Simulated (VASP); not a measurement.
# TaN in VASP: a series of runs

The runs below take TaN through electric field gradients, with PBE.

Everything below comes from runs of VASP 6.6.1. Logs are shortened: lines on timing, memory, paths and dates and some standing lists are left out, and cuts for length are marked.

## 1. The cell of the first run

It takes space group R-3m (No. 166, trigonal). The conventional cell has a = 3.066 Å, b = 3.066 Å, c = 7.624 Å, α = 90.00°, β = 90.00°, γ = 120.00°. Ta (site symmetry -3m) has 6 N at 2.18 Å within 2.9 Å. N (site symmetry -3m) has 6 Ta at 2.18 Å within 2.9 Å.

## 2. Electric field gradients, PBE (equal xy, yz and zx shear strains of +1 %)

Input file INCAR:

```
PREC = Accurate ; ENCUT = 520
EDIFF = 1E-8 ; ISMEAR = -1
SIGMA = 0.02 ; LREAL = F
LASPH = T ; NELM = 60
ALGO = Normal ; ISIF = 2
LWAVE = F ; LCHARG = F
GGA = PE ; LEFG = T
NBANDS = 15
```

Input file KPOINTS:

```
Automatic mesh
0
Gamma
  9 9 9
```

Input file POSCAR:

```
TaN
1.0
    0.0217900000      2.1898950000      2.1898950000
    2.1898950000      0.0217900000      2.1898950000
    2.1898950000      2.1898950000      0.0217900000
Ta N
1 1
Direct
    0.5000000000      0.5000000000      0.5000000000
    0.0000000000      0.0000000000      0.0000000000
```

Potentials or basis: VASP PAW PBE potentials, release 64 (Ta_pv, N).

Run with:

```console
$ cat potpaw_PBE.64/Ta_pv/POTCAR potpaw_PBE.64/N/POTCAR > POTCAR
$ mpirun -np 1 vasp_std > vasp.out
```

OUTCAR:

```text
PREC = Accurate
   ENCUT = 520
   EDIFF = 1E-8
   ISMEAR = -1
   LREAL = F
   LASPH = T
   NELM = 60
   ISIF = 2
   GGA = PE

 ion  position               nearest neighbor table
   1  0.500  0.500  0.500-   2 2.18   2 2.18   2 2.18   2 2.18   2 2.18   2 2.18
   2  0.000  0.000  0.000-   1 2.18   1 2.18   1 2.18   1 2.18   1 2.18   1 2.18

  LATTYP: Found a trigonal (rhomboedric) cell.
 ALAT       =     3.0970558642
 COS(alpha) =     0.5099250056

  Lattice vectors:

 A1 = (   0.0217900000,   2.1898950000,   2.1898950000)
 A2 = (   2.1898950000,   0.0217900000,   2.1898950000)
 A3 = (   2.1898950000,   2.1898950000,   0.0217900000)

Analysis of symmetry for initial positions (statically):
=====================================================================
 Subroutine PRICEL returns:
 Original cell was already a primitive cell.

 Routine SETGRP: Setting up the symmetry group for a
 trigonal (rhombohedral) supercell.

 Subroutine GETGRP returns: Found 12 space group operations
 (whereof 12 operations were pure point group operations)
 out of a pool of 12 trial point group operations.

The static configuration has the point symmetry D_3d.

Analysis of symmetry for dynamics (positions and initial velocities):
=====================================================================
 Subroutine PRICEL returns:
 Original cell was already a primitive cell.

 Routine SETGRP: Setting up the symmetry group for a
 trigonal (rhombohedral) supercell.

 Subroutine GETGRP returns: Found 12 space group operations
 (whereof 12 operations were pure point group operations)
 out of a pool of 12 trial point group operations.

The dynamic configuration has the point symmetry D_3d.

 Subroutine INISYM returns: Found 12 space group operations
 (whereof 12 operations are pure point group operations),
 and found     1 'primitive' translations

----------------------------------------------------------------------------------------

                                     Primitive cell

  volume of cell :      20.6904

  direct lattice vectors                    reciprocal lattice vectors
     0.021790000  2.189895000  2.189895000    -0.231757801  0.229474473  0.229474473
     2.189895000  0.021790000  2.189895000     0.229474473 -0.231757801  0.229474473
     2.189895000  2.189895000  0.021790000     0.229474473  0.229474473 -0.231757801

  length of vectors
     3.097055864  3.097055864  3.097055864     0.398784084  0.398784084  0.398784084

[... 128 lines left out ...]

 val. band max:        9.7149091933   @ k =  -0.4444   0.2222   0.1111
 cond. band min:       9.7355216692   @ k =   0.2222   0.1111  -0.0000
 fundamental gap:      0.0206124759
 Fermi energy:         9.7331802921

 k-point     1 :       0.0000    0.0000    0.0000
  band No.  band energies     occupation
      1     -25.8914      2.00000
      2     -25.8563      2.00000
      3     -25.8563      2.00000
      4      -9.2323      2.00000
      5       5.8948      2.00000
      6       5.9822      2.00000
      7       5.9822      2.00000
      8       7.5102      2.00000
      9       7.7556      2.00000
     10       7.7556      2.00000
     11       9.9325      0.00009
     12       9.9325      0.00009
     13      11.6233      0.00000
     14      19.2782      0.00000
[... 401 lines left out ...]
      2     -26.1871      2.00000
      3     -26.1554      2.00000
      4      -7.9259      2.00000
      5       2.8995      2.00000
      6       4.2749      2.00000
      7       5.0742      2.00000
      8       5.1572      2.00000
      9      11.9821      0.00000
     10      13.4936      0.00000
     11      13.5165      0.00000
     12      14.5338      0.00000
     13      17.3430      0.00000
     14      19.2700      0.00000
     15      22.2878      0.00000

 [... further k-points ...]
[... 5 lines left out ...]
  --------------------------------------------------------------------------------------
  -------------------------------------------------------------------------------------
  Total        2.0019233      2.0019233      2.0019233     -0.1012688     -0.1012688     -0.1012688
  in kB      155.0203775    155.0203775    155.0203775     -7.8418207     -7.8418207     -7.8418207
  external PRESSURE =     155.0203775 kB  Pullay stress =       0.0000000 kB

 VOLUME and BASIS-vectors are now :
 -----------------------------------------------------------------------------
  energy-cutoff  :      520.00
  volume of cell :       20.69
      direct lattice vectors                 reciprocal lattice vectors
     0.021790000  2.189895000  2.189895000    -0.231757801  0.229474473  0.229474473
     2.189895000  0.021790000  2.189895000     0.229474473 -0.231757801  0.229474473
     2.189895000  2.189895000  0.021790000     0.229474473  0.229474473 -0.231757801

 POSITION                                       TOTAL-FORCE (eV/Angst)
 -----------------------------------------------------------------------------------
      2.20079      2.20079      2.20079        -0.000000     -0.000000      0.000000
      0.00000      0.00000      0.00000         0.000000      0.000000     -0.000000
 -----------------------------------------------------------------------------------
    total drift:                                0.000000     -0.000000     -0.000000

  FREE ENERGIE OF THE ION-ELECTRON SYSTEM (eV)
  ---------------------------------------------------
  free  energy   TOTEN  =       -21.7847308140 eV

  energy  without entropy=      -21.7831369054  energy(sigma->0) =      -21.78393386

 Electric field gradients (V/A^2)
---------------------------------------------------------------------
 ion       V_xx      V_yy      V_zz      V_xy      V_xz      V_yz
---------------------------------------------------------------------
   1       0.000    -0.000     0.000    -0.511    -0.511    -0.511
   2      -0.000    -0.000    -0.000     0.634     0.634     0.634
---------------------------------------------------------------------

 Electric field gradients after diagonalization (V/A^2)
 (convention: |V_zz| > |V_xx| > |V_yy|)
----------------------------------------------------------------------
 ion       V_xx      V_yy      V_zz     asymmetry (V_yy - V_xx)/ V_zz
----------------------------------------------------------------------
   1       0.511     0.511    -1.023       0.000
   2      -0.634    -0.634     1.268       0.000
----------------------------------------------------------------------

           NMR quadrupolar parameters

 Cq : quadrupolar parameter    Cq=e*Q*V_zz/h
 eta: asymmetry parameters     (V_yy - V_xx)/ V_zz
 Q  : nuclear electric quadrupole moment in mb (millibarn)
----------------------------------------------------------------------
 ion       Cq(MHz)       eta       Q (mb)
----------------------------------------------------------------------
   1      -0.002       0.000       1.000
   2       0.003       0.000       1.000
----------------------------------------------------------------------
```

OSZICAR:

```text
N       E                     dE             d eps       ncg     rms          rms(c)
DAV:   1     0.883483608345E+02    0.88348E+02   -0.87473E+03  2550   0.114E+03
DAV:   2    -0.220891758352E+02   -0.11044E+03   -0.10411E+03  3187   0.303E+02
DAV:   3    -0.247986209848E+02   -0.27094E+01   -0.26974E+01  2851   0.442E+01
DAV:   4    -0.248090553224E+02   -0.10434E-01   -0.10432E-01  3313   0.293E+00
DAV:   5    -0.248091188299E+02   -0.63507E-04   -0.63508E-04  2865   0.209E-01    0.256E+01
DAV:   6    -0.218668392806E+02    0.29423E+01   -0.53549E+00  3085   0.266E+01    0.106E+01
DAV:   7    -0.218172138052E+02    0.49625E-01   -0.54594E-01  2900   0.602E+00    0.737E+00
DAV:   8    -0.217920674617E+02    0.25146E-01   -0.13978E-01  3019   0.314E+00    0.182E+00
DAV:   9    -0.217847967161E+02    0.72707E-02   -0.19046E-02  2963   0.114E+00    0.312E-01
DAV:  10    -0.217847683033E+02    0.28413E-04   -0.13879E-03  2949   0.389E-01    0.535E-02
DAV:  11    -0.217847315713E+02    0.36732E-04   -0.70398E-05  2921   0.101E-01    0.206E-02
DAV:  12    -0.217847312958E+02    0.27550E-06   -0.64093E-06  2977   0.246E-02    0.662E-03
DAV:  13    -0.217847307879E+02    0.50787E-06   -0.16596E-07  3096   0.390E-03    0.301E-03
DAV:  14    -0.217847308229E+02   -0.34977E-07   -0.22372E-08  2823   0.134E-03    0.231E-04
DAV:  15    -0.217847308140E+02    0.88501E-08   -0.14531E-09  1583   0.386E-04
   1 F= -.21784731E+02 E0= -.21783934E+02  d E =-.159391E-02
```

Run time: 16 s. Hardware: 1 thread of Intel Xeon Platinum 8375C at 2.90GHz (Ice Lake), shared host; peak memory 0.15 GiB.

Results:

| Item | Value |
| --- | --- |
| Free energy | -21.7847 eV |
| Pressure | 15.5 GPa |
| Band gap on the k mesh | zero (band 8 reaches 11.44 eV, above the bottom of band 9 at 7.76 eV) |

Stress tensor (GPa, compression positive):
```
15.50 -0.78 -0.78
-0.78 15.50 -0.78
-0.78 -0.78 15.50
```

Electric field gradients, principal values (V/Å²):
| atom | least | middle | greatest (by size) |
| --- | --- | --- | --- |
| 1 Ta | 0.511 | 0.511 | -1.023 |
| 2 N | -0.634 | -0.634 | 1.268 |

Caveat: the cell differs from its parent crystal (equal xy, yz and zx shear strains of +1 %); without QUAD_EFG the Cq values of the log hold for a quadrupole moment of 1 mb, not for the nuclei; spin-orbit coupling is left out, which moves the levels of the heavy elements.

## 3. Electric field gradients, PBE (equal xy, yz and zx shear strains of +3 %)

Input file INCAR:

```
SYSTEM = TaN
  PREC = Accurate
  ENCUT = 520
  EDIFF = 1E-8
  ISMEAR = -1
  SIGMA = 0.02
  LREAL = .False.
  LASPH = .True.
  NELM = 100
  ALGO = Normal
  ISIF = 2
  LWAVE = .False.
  LCHARG = .False.
  GGA = PE
  LEFG = .True.
  NBANDS = 15
```

Input file KPOINTS:

```
Automatic mesh
0
Gamma
  9 9 9
  0 0 0
```

Input file POSCAR:

```
TaN
1.0
    0.0653700000      2.2116850000      2.2116850000
    2.2116850000      0.0653700000      2.2116850000
    2.2116850000      2.2116850000      0.0653700000
Ta N
1 1
Direct
    0.5000000000      0.5000000000      0.5000000000
    0.0000000000      0.0000000000      0.0000000000
```

Potentials or basis: VASP PAW PBE potentials, release 64 (Ta_pv, N).

Run with:

```console
$ cat potpaw_PBE.64/Ta_pv/POTCAR potpaw_PBE.64/N/POTCAR > POTCAR
$ mpirun -np 1 vasp_std > vasp.out
```

OUTCAR:

```text
SYSTEM = TaN
   PREC = Accurate
   ENCUT = 520
   EDIFF = 1E-8
   ISMEAR = -1
   LREAL = .False.
   LASPH = .True.
   NELM = 100
   ISIF = 2
   GGA = PE

 ion  position               nearest neighbor table
   1  0.500  0.500  0.500-   2 2.18   2 2.18   2 2.18   2 2.18   2 2.18   2 2.18
   2  0.000  0.000  0.000-   1 2.18   1 2.18   1 2.18   1 2.18   1 2.18   1 2.18

  LATTYP: Found a trigonal (rhomboedric) cell.
 ALAT       =     3.1284779551
 COS(alpha) =     0.5293254421

  Lattice vectors:

 A1 = (   0.0653700000,   2.2116850000,   2.2116850000)
 A2 = (   2.2116850000,   0.0653700000,   2.2116850000)
 A3 = (   2.2116850000,   2.2116850000,   0.0653700000)

Analysis of symmetry for initial positions (statically):
=====================================================================
 Subroutine PRICEL returns:
 Original cell was already a primitive cell.

 Routine SETGRP: Setting up the symmetry group for a
 trigonal (rhombohedral) supercell.

[... 621 lines left out ...]
     0.065370000  2.211685000  2.211685000    -0.236350001  0.229564834  0.229564834
     2.211685000  0.065370000  2.211685000     0.229564834 -0.236350001  0.229564834
     2.211685000  2.211685000  0.065370000     0.229564834  0.229564834 -0.236350001

 POSITION                                       TOTAL-FORCE (eV/Angst)
 -----------------------------------------------------------------------------------
      2.24437      2.24437      2.24437        -0.000000      0.000000      0.000000
      0.00000      0.00000      0.00000         0.000000     -0.000000     -0.000000
 -----------------------------------------------------------------------------------
    total drift:                                0.000000     -0.000000     -0.000000

  FREE ENERGIE OF THE ION-ELECTRON SYSTEM (eV)
  ---------------------------------------------------
  free  energy   TOTEN  =       -21.7738461360 eV

  energy  without entropy=      -21.7727650217  energy(sigma->0) =      -21.77330558

 Electric field gradients (V/A^2)
---------------------------------------------------------------------
 ion       V_xx      V_yy      V_zz      V_xy      V_xz      V_yz
---------------------------------------------------------------------
   1       0.000    -0.000    -0.000    -0.774    -0.774    -0.774
   2      -0.000    -0.000    -0.000     1.630     1.630     1.630
---------------------------------------------------------------------

 Electric field gradients after diagonalization (V/A^2)
 (convention: |V_zz| > |V_xx| > |V_yy|)
----------------------------------------------------------------------
 ion       V_xx      V_yy      V_zz     asymmetry (V_yy - V_xx)/ V_zz
----------------------------------------------------------------------
   1       0.774     0.774    -1.547       0.000
   2      -1.630    -1.630     3.260       0.000
----------------------------------------------------------------------

           NMR quadrupolar parameters

 Cq : quadrupolar parameter    Cq=e*Q*V_zz/h
 eta: asymmetry parameters     (V_yy - V_xx)/ V_zz
 Q  : nuclear electric quadrupole moment in mb (millibarn)
----------------------------------------------------------------------
 ion       Cq(MHz)       eta       Q (mb)
----------------------------------------------------------------------
   1      -0.004       0.000       1.000
   2       0.008       0.000       1.000
----------------------------------------------------------------------
```

Run time: 14 s. Hardware: 1 thread of Intel Xeon Platinum 8375C at 2.90GHz (Ice Lake), shared host; peak memory 0.16 GiB.

Results:

| Quantity | Value |
| --- | --- |
| Free energy | -21.7738 eV |
| Pressure | 15.9 GPa |
| Band gap on the k mesh | zero (band 8 reaches 11.34 eV, above the bottom of band 9 at 7.91 eV) |

Levels at points of the mesh, in eV from the Fermi level:
| k point | band 4 | band 5 | band 6 | band 7 | band 8 | band 9 | band 10 | band 11 | band 12 | band 13 |
| --- | --- | --- | --- | --- | --- | --- | --- | --- | --- | --- |
| (0.00, 0.00, 0.00) | -18.99 | -3.97 | -3.70 | -3.70 | -2.58 | -1.85 | -1.85 | 0.21 | 0.21 | 1.93 |

Electric field gradients, principal values (V/Å²):
```
atom   least  middle  greatest (by size)
1 Ta   0.774   0.774              -1.547
 2 N  -1.630  -1.630               3.260
```

Caveat: the cell differs from its parent crystal (equal xy, yz and zx shear strains of +3 %); without QUAD_EFG the Cq values of the log hold for a quadrupole moment of 1 mb, not for the nuclei; spin-orbit coupling is left out, which moves the levels of the heavy elements.

[end of part 1 of 3]
